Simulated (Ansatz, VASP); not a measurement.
**Two plane-wave programs on Ru**

File POSCAR:

```
Ru
1.0
    2.7058000000      0.0000000000      0.0000000000
   -1.3529000000      2.3432915376      0.0000000000
    0.0000000000      0.0000000000      4.2819000000
Ru
2
Direct
    0.6666666667      0.3333333333      0.7500000000
    0.3333333333      0.6666666667      0.2500000000
```

The input INCAR.step1:

```
  ALGO = Normal
  EDIFF = 1E-5
  ENCUT = 520
  GGA = PE
  ISIF = 2
  ISMEAR = -1
  LASPH = True
  LCHARG = False
  LREAL = False
  LWAVE = True
  NBANDS = 21
  NELM = 100
  PREC = Accurate
  SIGMA = 0.05
```

The input INCAR.step2:

```
  AEXX = 0.5
  AGGAC = 1.0
  AGGAX = 0.5
  ALDAC = 0.0
  ALDAX = 0.5
  ALGO = Normal
  EDIFF = 1E-6
  ENCUT = 520
  GGA = B5
  ISIF = 2
  ISMEAR = -1
  ISTART = 1
  LASPH = True
  LCHARG = False
  LHFCALC = True
  LREAL = False
  LWAVE = False
  NBANDS = 21
  NELM = 100
  PREC = Accurate
  PRECFOCK = Normal
  SIGMA = 0.05
```

KPOINTS

```
k-points
0
Gamma
  6 6 3
```

Contents of input.yaml:

```yaml
crystal:
  lattice:
    - [2.7058, 0.0, 0.0]
    - [-1.3529, 2.3432915376, 0.0]
    - [0.0, 0.0, 4.2819]
  atoms:
    - { symbol: Ru, position: [0.6666666667, 0.3333333333, 0.75] }
    - { symbol: Ru, position: [0.3333333333, 0.6666666667, 0.25] }
hamiltonian:
  xc: { name: BHLYP }
  pseudopotentials: { kind: paw }
kpoints:
  mp_grid: { grid: [6, 6, 3] }
scf:
  occupations: { method: fermi_dirac, width: 0.05 }
output:
  forces: true
  stress: true
  eigenvalues: true
  write_density: true
  write_potential: true
  elf: true
  volumetric_format: npy
```

Alike in both runs: task single point; functional BHLYP; k mesh 6 × 6 × 3; occupations fermi-dirac, width 0.05 eV; no spin polarisation.

```csv
,VASP,Ansatz
version,VASP 6.6.1,Ansatz 0.2.0
potentials or method,"VASP PAW PBE potentials, release 64 (Ru_pv)",Ansatz PAW
plane-wave cutoff (eV),520,420
valence electrons in the cell,28,32
```

```tsv
	VASP	Ansatz	Ansatz less VASP
gap on the k mesh at the Fermi level (eV)	none	none	-
pressure (GPa)	-7.0	-7.9	-0.87
traceless stress, the component that is largest in VASP (GPa)	-7.51	-6.47	+1.038
```

VASP's potentials were made for PBE, not for BHLYP. A gap of «none» marks a metal or a gap that the smearing closes. VASP's potentials hold 28 valence electrons a cell and Ansatz's 32, so a difference there can come from the potentials and not from the codes.

The k mesh is coarse, so the values compare programs but aren't converged.
